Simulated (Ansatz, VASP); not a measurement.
# One calculation of GaAs, two programs

```
Ga As
1.0
     1.85721   -1.91749    0.00000
     1.85721    1.91749    0.00000
     0.00000    0.00000    7.15357
Ga As
1 1
Direct
  0.50000 0.50000 0.50000
  0.00000 0.00000 0.50000
```

Alike in both runs: task relaxation of cell and atoms; functional PBE; k mesh 6 × 6 × 4; occupations gaussian, width 0.1 eV; no spin polarisation.

|  | VASP | Ansatz |
| --- | --- | --- |
| version | VASP 6.6.1 | Ansatz 0.2.0 |
| potentials or method | VASP PAW PBE potentials, release 64 (Ga_d, As), cutoff 600 eV | scalar-relativistic, plane waves, PAW |
| valence electrons in the cell | 18 | 28 |

Ansatz gave:

```
gap on the k mesh at the Fermi level, each at its own relaxed structure (eV) : none
relaxed volume (Å³/atom)                                                     : 20.56
relaxed cell length with the largest relative difference (Å)                 : 3.684
```

Problem. Estimate VASP's values.

Solution. gap on the k mesh at the Fermi level, each at its own relaxed structure (eV): none; relaxed volume (Å³/atom): 46.78; relaxed cell length with the largest relative difference (Å): 7.145.

A gap of «none» marks a metal or a gap that the smearing closes. One of these differences is far larger than is usual between the two programs; its cause wasn't traced. VASP's potentials hold 18 valence electrons a cell and Ansatz's 28, so a difference there can come from the potentials and not from the codes.

The k mesh is coarse, so the values compare programs but aren't converged. Noted on VASP's run: the volume moved by over 15 % at a fixed basis, so the end points are rough.
